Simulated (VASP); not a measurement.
# Ge3W2 (Pm-3m) in VASP: further runs

Runs on Ge3W2. Level: PBE. Tasks: single point, relaxation of cell and atoms.

Program: VASP 6.6.1. These are calculated values, not measurements. Logs are shortened: lines on timing, memory, paths and dates and some standing lists are left out, and cuts for length are marked.

## 1. The cell of the first run

It takes space group Pm-3m (No. 221, cubic). The conventional cell has a = 4.805 Å, b = 4.805 Å, c = 4.805 Å, α = 90.00°, β = 90.00°, γ = 90.00°. Ge (site symmetry 4/mmm) has 2 W at 2.40 Å within 3.2 Å. Within 4.5 Å of W (site symmetry m-3m) lie 12 Ge at 3.40 Å and 8 W at 4.16 Å. W (site symmetry m-3m) has 6 Ge at 2.40 Å within 3.2 Å.

## 2. Single point, PBE

INCAR reads:

```
  ALGO = Normal
  EDIFF = 1E-6
  ENCUT = 520
  GGA = PE
  ISIF = 2
  ISMEAR = 0
  LASPH = True
  LCHARG = False
  LREAL = False
  LWAVE = False
  NBANDS = 43
  NELM = 60
  PREC = Accurate
  SIGMA = 0.1
```

KPOINTS reads:

```
k-points
0
Gamma
  4 4 4
```

POSCAR reads:

```
Ge3W2
1.0
    4.8051805330      0.0000000000      0.0000000000
    0.0000000000      4.8051805330      0.0000000000
    0.0000000000      0.0000000000      4.8051805330
Ge W
3 2
Direct
    0.5000000000      0.0000000000      0.0000000000
    0.0000000000      0.5000000000      0.0000000000
    0.0000000000      0.0000000000      0.5000000000
    0.5000000000      0.5000000000      0.5000000000
    0.0000000000      0.0000000000      0.0000000000
```

Potentials or basis: VASP PAW PBE potentials, release 64 (Ge_d, W_sv).

The run is started by

```sh
> cat potpaw_PBE.64/Ge_d/POTCAR potpaw_PBE.64/W_sv/POTCAR > POTCAR
> mpirun -np 1 vasp_std > vasp.out
```

OUTCAR:

```text
EDIFF = 1E-6
   ENCUT = 520
   GGA = PE
   ISIF = 2
   ISMEAR = 0
   LASPH = True
   LREAL = False
   NELM = 60
   PREC = Accurate

 ion  position               nearest neighbor table
   1  0.500  0.000  0.000-   5 2.40   5 2.40
   2  0.000  0.500  0.000-   5 2.40   5 2.40
   3  0.000  0.000  0.500-   5 2.40   5 2.40
   4  0.500  0.500  0.500-
   5  0.000  0.000  0.000-   1 2.40   2 2.40   3 2.40   3 2.40   2 2.40   1 2.40

  LATTYP: Found a simple cubic cell.
 ALAT       =     4.8051805330

  Lattice vectors:

 A1 = (   4.8051805330,   0.0000000000,   0.0000000000)
 A2 = (   0.0000000000,   4.8051805330,   0.0000000000)
 A3 = (   0.0000000000,   0.0000000000,   4.8051805330)

Analysis of symmetry for initial positions (statically):
=====================================================================
 Subroutine PRICEL returns:
 Original cell was already a primitive cell.

 Routine SETGRP: Setting up the symmetry group for a
 simple cubic supercell.

 Subroutine GETGRP returns: Found 48 space group operations
 (whereof 48 operations were pure point group operations)
 out of a pool of 48 trial point group operations.

The static configuration has the point symmetry O_h .

Analysis of symmetry for dynamics (positions and initial velocities):
=====================================================================
 Subroutine PRICEL returns:
 Original cell was already a primitive cell.

 Routine SETGRP: Setting up the symmetry group for a
 simple cubic supercell.

 Subroutine GETGRP returns: Found 48 space group operations
 (whereof 48 operations were pure point group operations)
 out of a pool of 48 trial point group operations.

The dynamic configuration has the point symmetry O_h .

 Subroutine INISYM returns: Found 48 space group operations
 (whereof 48 operations are pure point group operations),
 and found     1 'primitive' translations

----------------------------------------------------------------------------------------

                                     Primitive cell

  volume of cell :     110.9505

  direct lattice vectors                    reciprocal lattice vectors
     4.805180533  0.000000000  0.000000000     0.208108726  0.000000000  0.000000000
     0.000000000  4.805180533  0.000000000     0.000000000  0.208108726  0.000000000
     0.000000000  0.000000000  4.805180533     0.000000000  0.000000000  0.208108726

  length of vectors
     4.805180533  4.805180533  4.805180533     0.208108726  0.208108726  0.208108726

  position of ions in fractional coordinates (direct lattice)
     0.500000000  0.000000000  0.000000000
     0.000000000  0.500000000  0.000000000
     0.000000000  0.000000000  0.500000000
     0.500000000  0.500000000  0.500000000
     0.000000000  0.000000000  0.000000000

  ion indices of the primitive-cell ions
   primitive index   ion index
                 1           1
                 2           2
                 3           3
                 4           4
                 5           5

----------------------------------------------------------------------------------------

 KPOINTS: k-points

Automatic generation of k-mesh.
 Grid dimensions read from file:
 generate k-points for:    4    4    4

 Generating k-lattice:

  Cartesian coordinates                     Fractional coordinates (reciprocal lattice)
     0.052027182  0.000000000  0.000000000     0.250000000  0.000000000  0.000000000
     0.000000000  0.052027182  0.000000000     0.000000000  0.250000000  0.000000000
     0.000000000  0.000000000  0.052027182     0.000000000  0.000000000  0.250000000

  Length of vectors
     0.052027182  0.052027182  0.052027182

  Shift w.r.t. Gamma in fractional coordinates (k-lattice)
     0.000000000  0.000000000  0.000000000

 Subroutine IBZKPT returns following result:
 ===========================================

 Found     10 irreducible k-points:

 Following reciprocal coordinates:
            Coordinates               Weight
  0.000000  0.000000  0.000000      1.000000
  0.250000  0.000000  0.000000      6.000000
  0.500000  0.000000  0.000000      3.000000
  0.250000  0.250000  0.000000     12.000000
  0.500000  0.250000  0.000000     12.000000
  0.500000  0.500000  0.000000      3.000000
  0.250000  0.250000  0.250000      8.000000
  0.500000  0.250000  0.250000     12.000000
  0.500000  0.500000  0.250000      6.000000
  0.500000  0.500000  0.500000      1.000000
   k-points           NKPTS =     10   k-points in BZ     NKDIM =     10   number of bands    NBANDS=     43
   number of dos      NEDOS =    301   number of ions     NIONS =      5
   total plane-waves  NPLWV =  46656
   dimension x,y,z NGX =    36 NGY =   36 NGZ =   36
   dimension x,y,z NGXF=    72 NGYF=   72 NGZF=   72
   ions per type =               3   2
   NGX,Y,Z   is equivalent  to a cutoff of  12.46, 12.46, 12.46 a.u.
   NGXF,Y,Z  is equivalent  to a cutoff of  24.91, 24.91, 24.91 a.u.
 SYSTEM =  unknown system
   PREC   = accura    normal or accurate (medium, high low for compatibility)
   ISTART =      0    job   : 0-new  1-cont  2-samecut
   ICHARG =      2    charge: 1-file 2-atom 10-const
   ISPIN  =      1    spin polarized calculation?
   LNONCOLLINEAR =      F non collinear calculations
   LSORBIT =      F    spin-orbit coupling
   LASPH  =      T    aspherical Exc in radial PAW
   ENCUT  =  520.0 eV  38.22 Ry    6.18 a.u.   8.93  8.93  8.93*2*pi/ulx,y,z
   NELM   =     60;   NELMIN=  2; NELMDL= -5     # of ELM steps
   EDIFF  = 0.1E-05   stopping-criterion for ELM
   LREAL  =      F    real-space projection
   EDIFFG = 0.1E-04   stopping-criterion for IOM
   NSW    =      0    number of steps for IOM
   IBRION =     -1    ionic relax: 0-MD 1-quasi-New 2-CG
   NFREE  =      0    steps in history (QN), initial steepest desc. (CG)
   ISIF   =      2    stress and relaxation
   ISYM   =      2    0-nonsym 1-usesym 2-fastsym
   POTIM  = 0.5000    time-step for ionic-motion
   TEBEG  =    0.0;   TEEND  =   0.0 temperature during run
   PSTRESS=    0.0 pullay stress
   NELECT =      70.0000    total number of electrons
   NUPDOWN=      -1.0000    fix difference up-down
   EMIN   =  10.00;   EMAX   =-10.00  energy-range for DOS
   EFERMI =   0.00;   METHOD = LEGACY
   ISMEAR =     0;   SIGMA  =   0.10  broadening in eV -4-tet -1-fermi 0-gaus
   EFERMI_NEDOS =   21; number of points for ismear=-14 and -15
   IALGO  =     38    algorithm
   IMIX   =      4    mixing-type and parameters
     AMIX     =   0.40;   BMIX     =  1.00
     AMIX_MAG =   1.60;   BMIX_MAG =  1.00
  volume/ion in A,a.u.               =      22.19       149.75
  Fermi-wavevector in a.u.,A,eV,Ry     =   1.404099  2.653363 26.823813  1.971495
  Thomas-Fermi vector in A             =   2.526695
   LORBIT       =      0    0 simple, 1 ext, 2 COOP (PROOUT), +10 PAW based schemes
   GGA     = PE    functional components
   LHFCALC =     F    Hartree Fock is set to
   AEXX    =    0.0000 exact exchange contribution
   IVDW    =     0    specifies the selected vdW correction
   LEPSILON=     F    determine dielectric tensor
   LRPA    =     F    only Hartree local field effects (RPA)
 non-spin polarized calculation
 Gauss-broadening in eV      SIGMA  =   0.10
  energy-cutoff  :      520.00
  volume of cell :      110.95
 maximum number of plane-waves:      3016
 NGX is ok and might be reduce to    36
   NGX = 17   NGY = 17   NGZ = 17

 number of electron      69.9999922 magnetization

 Free energy of the ion-electron system (eV)
  ---------------------------------------------------
  ext. energy  EPLUGINS =         0.00000000
  ---------------------------------------------------
  free energy    TOTEN  =       -30.95851315 eV

  energy without entropy =      -30.89516701  energy(sigma->0) =      -30.92684008

 E-fermi :   5.8706     XC(G=0): -10.8424

 val. band max:        5.8463794364   @ k =   0.5000   0.5000   0.2500
 cond. band min:       5.8815043281   @ k =   0.5000   0.5000   0.2500
 fundamental gap:      0.0351248917
 Fermi energy:         5.8705637096

 k-point     1 :       0.0000    0.0000    0.0000
  band No.  band energies     occupation
      1     -68.7934      2.00000
      2     -67.8796      2.00000
      3     -32.9013      2.00000
      4     -32.9013      2.00000
      5     -32.9013      2.00000
      6     -32.2520      2.00000
[... 35 lines left out ...]
     42       8.8095      0.00000
     43       8.8095      0.00000

 k-point     2 :       0.2500    0.0000    0.0000
  band No.  band energies     occupation
      1     -68.7934      2.00000
      2     -67.8796      2.00000
      3     -32.9017      2.00000
      4     -32.9012      2.00000
      5     -32.9012      2.00000
      6     -32.2610      2.00000
[... 35 lines left out ...]
     42       8.2716      0.00000
     43       8.9052      0.00000

 k-point     3 :       0.5000    0.0000    0.0000
  band No.  band energies     occupation
      1     -68.7934      2.00000
      2     -67.8795      2.00000
      3     -32.9022      2.00000
      4     -32.9012      2.00000
      5     -32.9012      2.00000
      6     -32.2699      2.00000
[... 35 lines left out ...]
     42       8.9578      0.00000
     43       8.9580      0.00000

 k-point     4 :       0.2500    0.2500    0.0000
  band No.  band energies     occupation
      1     -68.7934      2.00000
      2     -67.8795      2.00000
      3     -32.9017      2.00000
      4     -32.9017      2.00000
      5     -32.9012      2.00000
      6     -32.2612      2.00000
[... 35 lines left out ...]
     42       9.0069      0.00000
     43       9.0212      0.00000

 k-point     5 :       0.5000    0.2500    0.0000
  band No.  band energies     occupation
      1     -68.7934      2.00000
      2     -67.8794      2.00000
      3     -32.9022      2.00000
      4     -32.9017      2.00000
      5     -32.9012      2.00000
      6     -32.2701      2.00000
[... 35 lines left out ...]
     42       9.3167      0.00000
     43       9.8120      0.00000

 k-point     6 :       0.5000    0.5000    0.0000
  band No.  band energies     occupation
      1     -68.7935      2.00000
      2     -67.8793      2.00000
      3     -32.9021      2.00000
      4     -32.9021      2.00000
      5     -32.9011      2.00000
      6     -32.2702      2.00000
[... 35 lines left out ...]
     42       9.8948      0.00000
     43      10.4599      0.00000

 k-point     7 :       0.2500    0.2500    0.2500
  band No.  band energies     occupation
      1     -68.7934      2.00000
      2     -67.8794      2.00000
      3     -32.9017      2.00000
      4     -32.9016      2.00000
      5     -32.9016      2.00000
      6     -32.2614      2.00000
[... 35 lines left out ...]
     42       9.2127      0.00000
     43       9.2167      0.00000

 k-point     8 :       0.5000    0.2500    0.2500
  band No.  band energies     occupation
      1     -68.7934      2.00000
      2     -67.8793      2.00000
      3     -32.9021      2.00000
      4     -32.9016      2.00000
      5     -32.9016      2.00000
      6     -32.2703      2.00000
[... 35 lines left out ...]
     42       8.8818      0.00000
     43       9.2754      0.00000

 k-point     9 :       0.5000    0.5000    0.2500
  band No.  band energies     occupation
      1     -68.7934      2.00000
      2     -67.8792      2.00000
      3     -32.9021      2.00000
      4     -32.9021      2.00000
      5     -32.9016      2.00000
      6     -32.2705      2.00000
[... 35 lines left out ...]
     42       9.8067      0.00000
     43       9.8069      0.00000

 k-point    10 :       0.5000    0.5000    0.5000
  band No.  band energies     occupation
      1     -68.7934      2.00000
      2     -67.8791      2.00000
      3     -32.9020      2.00000
      4     -32.9020      2.00000
      5     -32.9020      2.00000
      6     -32.2707      2.00000
[... 35 lines left out ...]
     42      10.0690      0.00000
     43      10.0690      0.00000

------------------------ aborting loop because EDIFF is reached ----------------------------------------

  FORCE on cell =-STRESS in cart. coord.  units (eV):
  Direction    XX          YY          ZZ          XY          YZ          ZX
  --------------------------------------------------------------------------------------
  -------------------------------------------------------------------------------------
  Total        0.1499584      0.1499584      0.1499584     -0.0000000     -0.0000000      0.0000000
  in kB        2.1654704      2.1654704      2.1654704     -0.0000000     -0.0000000      0.0000000
  external PRESSURE =       2.1654704 kB  Pullay stress =       0.0000000 kB

 VOLUME and BASIS-vectors are now :
 -----------------------------------------------------------------------------
  energy-cutoff  :      520.00
  volume of cell :      110.95
      direct lattice vectors                 reciprocal lattice vectors
     4.805180533  0.000000000  0.000000000     0.208108726  0.000000000  0.000000000
     0.000000000  4.805180533  0.000000000     0.000000000  0.208108726  0.000000000
     0.000000000  0.000000000  4.805180533     0.000000000  0.000000000  0.208108726

 POSITION                                       TOTAL-FORCE (eV/Angst)
 -----------------------------------------------------------------------------------
      2.40259      0.00000      0.00000         0.000000      0.000000      0.000000
      0.00000      2.40259      0.00000         0.000000      0.000000      0.000000
      0.00000      0.00000      2.40259         0.000000      0.000000      0.000000
      2.40259      2.40259      2.40259         0.000000      0.000000      0.000000
      0.00000      0.00000      0.00000         0.000000      0.000000      0.000000
 -----------------------------------------------------------------------------------
    total drift:                                0.000000      0.000000     -0.000000

  FREE ENERGIE OF THE ION-ELECTRON SYSTEM (eV)
  ---------------------------------------------------
  free  energy   TOTEN  =       -30.9585131487 eV

  energy  without entropy=      -30.8951670061  energy(sigma->0) =      -30.92684008
```

It took 30 s on 1 thread of Intel Xeon Platinum 8375C at 2.90GHz (Ice Lake), shared host; peak memory 0.21 GiB.

What came out:

```yaml
Free_energy: -30.9585 eV
Pressure: 0.2 GPa
Band_gap_on_the_k_mesh: zero (band 35 reaches 5.97 eV, above the bottom of band 36 at 5.80 eV)
```

Levels at points of the mesh, in eV from the Fermi level:
| k point | band 31 | band 32 | band 33 | band 34 | band 35 | band 36 | band 37 | band 38 | band 39 | band 40 |
| --- | --- | --- | --- | --- | --- | --- | --- | --- | --- | --- |
| (0.00, 0.00, 0.00) | -1.32 | -1.32 | -0.74 | -0.62 | -0.62 | 0.24 | 0.24 | 0.24 | 1.36 | 1.36 |
| (0.50, 0.00, 0.00) | -2.60 | -2.08 | -1.98 | -0.90 | -0.30 | 0.10 | 0.81 | 0.81 | 2.53 | 2.83 |
| (0.50, 0.50, 0.00) | -3.00 | -0.47 | -0.38 | -0.38 | -0.30 | -0.07 | 0.12 | 0.39 | 0.42 | 0.42 |
| (0.50, 0.50, 0.50) | -3.34 | -3.34 | -1.47 | 0.10 | 0.10 | 0.32 | 0.32 | 0.32 | 1.95 | 1.95 |

Caveat: spin-orbit coupling is left out, which moves the levels of the heavy elements.

(Continued in part 2 of 2.)
